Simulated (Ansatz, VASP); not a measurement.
**One calculation of CrCuO2, two programs**

```
Cr Cu O
1.0
     1.57985    0.91213    6.05715
    -1.57985    0.91213    6.05715
     0.00000   -1.82426    6.05715
Cr Cu O
1 1 2
Cartesian
  0.0000 0.0000 9.0857
  0.0000 0.0000 0.0000
  0.0000 0.0000 1.9611
  0.0000 0.0000 16.2104
```

Change from the starting cell: volume scaled by 1.2, no spin polarisation, PAW files.

Alike in both runs: task single point; functional PBEsol; k mesh 11 × 11 × 11; occupations fermi-dirac, width 0.08 eV; no spin polarisation.

```csv
,VASP,Ansatz
version,VASP 6.6.1,Ansatz 0.2.0
potentials or method,"VASP PAW PBE potentials, release 64 (Cr_pv, Cu, O)","PAW with Ansatz's default frozen-core files, scalar-relativistic"
plane-wave cutoff (eV),600,420
valence electrons in the cell,35,45
```

Ansatz gave:

- pressure (GPa): -29.6
- traceless stress, the component that is largest in VASP (GPa): 0.23
- rms of the force components (eV/Å): 0.114

**Question.** Estimate VASP's values.

**Answer.** Pressure (GPa): -29.4; traceless stress, the component that is largest in VASP (GPa): 0.41; rms of the force components (eV/Å): 0.123.

VASP's potentials were made for PBE, not for PBEsol. Atom by atom the forces differ by 0.010 eV/Å (rms over components). Both programs put the cell under strong tension, so it lies far from rest at this level. VASP's potentials hold 35 valence electrons a cell and Ansatz's 45, so a difference there can come from the potentials and not from the codes.
